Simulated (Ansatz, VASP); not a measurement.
# Sn: VASP beside Ansatz

File INCAR:

```
  ALGO = Normal
  EDIFF = 1E-6
  ENCUT = 520
  GGA = PS
  GGA_COMPAT = False
  ISIF = 2
  ISMEAR = -1
  LASPH = True
  LCHARG = False
  LORBIT = 11
  LORBMOM = True
  LREAL = False
  LSORBIT = True
  LWAVE = False
  MAGMOM = 0 0 0
  NBANDS = 25
  NELM = 150
  PREC = Accurate
  SIGMA = 0.05
```

Contents of KPOINTS:

```
k-points
0
Gamma
  8 8 8
```

Contents of POSCAR:

```
Sn
1.0
   -2.0291894110      2.0291894110      1.6607599896
    2.0291894110     -2.0291894110      1.6607599896
    2.0291894110      2.0291894110     -1.6607599896
Sn
1
Direct
    0.0000000000      0.0000000000      0.0000000000
```

Contents of input.yaml:

```yaml
crystal:
  lattice:
    - [-2.029189411, 2.029189411, 1.6607599896]
    - [2.029189411, -2.029189411, 1.6607599896]
    - [2.029189411, 2.029189411, -1.6607599896]
  atoms:
    - { symbol: Sn, position: [0.0, 0.0, 0.0] }
kpoints:
  mp_grid: { grid: [8, 8, 8] }
  band_path:
    path:
      - [0.0, 0.0, 0.0]
      - [0.0, 0.0, 0.5]
      - [-0.5, 0.5, 0.5]
      - [0.0, 0.0, 0.0]
      - [0.4174590337, 0.4174590337, -0.4174590337]
      - [0.25, 0.25, 0.25]
      - [0.0, 0.5, 0.0]
      - [-0.4174590337, 0.5825409663, 0.4174590337]
    npoints: 6
scf:
  occupations: { method: fermi_dirac, width: 0.05 }
hamiltonian:
  xc: pbesol
  pseudopotentials: { kind: all_electron, lapw: { basis_error: 0.001 } }
magnetization:
  noncollinear: true
  spin_orbit: true
output:
  forces: true
  stress: true
  eigenvalues: true
```

Alike in both runs: functional PBEsol; k mesh 8 × 8 × 8; occupations fermi-dirac, width 0.05 eV; non-collinear spin, spin-orbit coupling.

```csv
,VASP,Ansatz
version,VASP 6.6.1,Ansatz 0.2.0
potentials or method,"VASP PAW PBE potentials, release 64 (Sn_d), cutoff 520 eV","all-electron LAPW, relativistic spinors"
task,single point,band structure
```

Ansatz gave:

```
pressure (GPa)                                                : -2.0
traceless stress, the component that is largest in VASP (GPa) : -0.52
net moment per atom (μB)                                      : 0.00
```

Problem. Estimate VASP's values.

Solution. Pressure (GPa): -2.0; traceless stress, the component that is largest in VASP (GPa): -0.49; net moment per atom (μB): 0.00.

VASP's potentials were made for PBE, not for PBEsol. Ansatz ran all-electron here, and VASP with PAW potentials.

Noted on Ansatz's run: the k mesh is thin for a metal, which can move the energy by tens of meV per atom.
